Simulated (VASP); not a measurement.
Write the native input for VASP 6.6.1 that does the following.

```yaml
Task: single point
Functional: PBE
Potentials_or_basis: VASP PAW PBE potentials, release 64 (Cr_pv)
Cutoff: 520 eV
k_mesh: 10 × 10 × 10
Occupations: fermi-dirac, width 0.05 eV
Spin: collinear spin, ferromagnetic start
Starting_moments: "[0.8] μB"
Fixed_moment: 0.8 μB
Dipole_correction: no
Further_INCAR_settings: ALGO = Normal; EDIFF = 1e-07; NBANDS = 16
```

The structure of Cr lies in POSCAR:

```
Cr
1.0
   -1.4844496776      1.4844496776      1.4844496776
    1.4844496776     -1.4844496776      1.4844496776
    1.4844496776      1.4844496776     -1.4844496776
Cr
1
Direct
    0.0000000000      0.0000000000      0.0000000000
```

The input as run:

INCAR

```
ALGO     = Normal         # electronic algorithm
EDIFF    = 1E-7           # SCF threshold, eV
ENCUT    = 520            # plane-wave cutoff, eV
GGA      = PE             # functional
ISIF     = 2              # what is computed and relaxed
ISMEAR   = -1             # smearing method
ISPIN    = 2              # spin polarisation
LASPH    = T              # aspherical terms in the spheres
LCHARG   = T              # write CHGCAR
LELF     = T              # ELF
LMAXMIX  = 4              # l up to which the mixer works
LORBIT   = 11             # projections on sites
LREAL    = F              # projectors in reciprocal space
LVHAR    = T            
LWAVE    = F              # write WAVECAR
MAGMOM   = 0.8            # initial moments
NBANDS   = 16             # bands
NELM     = 150            # most SCF steps
NUPDOWN  = 0.8            # fixed moment
PREC     = Accurate       # precision mode
SIGMA    = 0.05           # smearing width, eV
```

KPOINTS

```
k-points
0
Gamma
  10 10 10
```

Potentials or basis: VASP PAW PBE potentials, release 64 (Cr_pv).

Command:

```bash
$ cat potpaw_PBE.64/Cr_pv/POTCAR > POTCAR
$ mpirun -np 1 vasp_std > vasp.out
```

Results of the run:

```json
{"Pressure": "-19.4 GPa", "Net moment": "0.80 μB per cell", "Site moments": "Cr +0.74 μB", "Valence electrons inside the program's atomic spheres": "Cr 10.82"}
```

Caveat: the total moment is fixed, so each spin has its own Fermi level.

Run time: 17 s on 1 thread of AMD EPYC 7R43 64-Core Processor (Zen 3) (shared host), peak memory 0.1 GiB.
